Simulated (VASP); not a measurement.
Set up this calculation in VASP 6.6.1, as the native input.

| Property | Result |
| --- | --- |
| Task | electric field gradients |
| Functional | PBEsol |
| Potentials or basis | VASP PAW PBE potentials, release 64 (Cu, Pd) |
| Cutoff | 520 eV |
| k mesh | 11 × 11 × 11 |
| Occupations | fermi-dirac, width 0.05 eV |
| Spin | no spin polarisation |
| Dipole correction | no |
| Further INCAR settings | ALGO = Normal; EDIFF = 1e-08; NBANDS = 30 |

The structure of Cu3Pd lies in POSCAR:

```
Cu3Pd
1.0
    3.7709400000      0.0000000000      0.0000000000
    0.0000000000      3.7709400000      0.0000000000
    0.0000000000      0.0000000000      3.6590000000
Cu Pd
3 1
Direct
    0.0000000000      0.5000000000      0.5000000000
    0.5000000000      0.0000000000      0.5000000000
    0.5000000000      0.5000000000      0.0000000000
    0.0000000000      0.0000000000      0.0000000000
```

This cell differs from its parent crystal: equal xx and yy strain of +2 %.

One way to write it, as run:

INCAR

```
SYSTEM = Cu3Pd
ALGO = Normal
EDIFF = 1E-8
ENCUT = 520
GGA = PS
ISIF = 2
ISMEAR = -1
LASPH = .TRUE.
LCHARG = .FALSE.
LEFG = .TRUE.
LREAL = .FALSE.
LWAVE = .FALSE.
NBANDS = 30
NELM = 80
PREC = Accurate
SIGMA = 0.05
```

KPOINTS

```
k-points
0
G
  11 11 11
  0 0 0
```

Potentials or basis: VASP PAW PBE potentials, release 64 (Cu, Pd).

Run with:

```sh
$ cat potpaw_PBE.64/Cu/POTCAR potpaw_PBE.64/Pd/POTCAR > POTCAR
$ mpirun -np 1 vasp_std > vasp.out
```

It gave:

```
Pressure : -9.1 GPa
```

Caveat: the cell differs from its parent crystal (equal xx and yy strain of +2 %); without QUAD_EFG the Cq values of the log hold for a quadrupole moment of 1 mb, not for the nuclei; the PAW data sets were made with another functional, which shifts forces and pressure a little.

It used 320 s of CPU time on 1 thread of AMD EPYC 7R13 Processor (Zen 3), with other jobs on the host.
